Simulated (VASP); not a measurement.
Write the native input for VASP 6.6.1 that does the following.

```
Task                   : single point
Functional             : PBE
Potentials or basis    : VASP PAW PBE potentials, release 64 (Ge_d)
Cutoff                 : 520 eV
k mesh                 : 8 × 8 × 8
Occupations            : fermi-dirac, width 0.02 eV
Spin                   : no spin polarisation
Dipole correction      : no
Further INCAR settings : ALGO = Normal; EDIFF = 1e-06; NBANDS = 21
```

The structure of Ge lies in POSCAR:

```
Ge
1.0
    0.0766219577      2.8283892642      2.8283892642
    2.8283892642      0.0766219577      2.8283892642
    2.8283892642      2.8283892642      0.0766219577
Ge
2
Direct
    0.0017094592      0.0017094592      0.0017094592
    0.2482905408      0.2482905408      0.2482905408
```

This cell differs from its parent crystal: epitaxial 111 strain -3.0%.

The input as run:

INCAR

```
SYSTEM = Ge
  ALGO = Normal
  EDIFF = 1E-6
  ENCUT = 520
  GGA = PE
  ISIF = 2
  ISMEAR = -1
  LASPH = .TRUE.
  LCHARG = .FALSE.
  LREAL = .FALSE.
  LWAVE = .FALSE.
  NBANDS = 21
  NELM = 100
  PREC = Accurate
  SIGMA = 0.02
```

KPOINTS

```
k-points
0
G
  8 8 8
  0 0 0
```

Potentials or basis: VASP PAW PBE potentials, release 64 (Ge_d).

Launch:

```console
$ cat potpaw_PBE.64/Ge_d/POTCAR > POTCAR
$ mpirun -np 1 vasp_std > vasp.out
```

It gave:

* Pressure: 7.1 GPa
* Largest force: 0.060 eV/Å
* Band gap on the k mesh: 0.02 eV, indirect (least direct gap 0.17 eV)

Caveat: the cell differs from its parent crystal (epitaxial 111 strain -3.0%).

Run time: 56 s on 1 thread of Intel(R) Xeon(R) Platinum 8375C CPU @ 2.90GHz (Ice Lake), with other jobs on the host, peak memory 0.19 GiB.
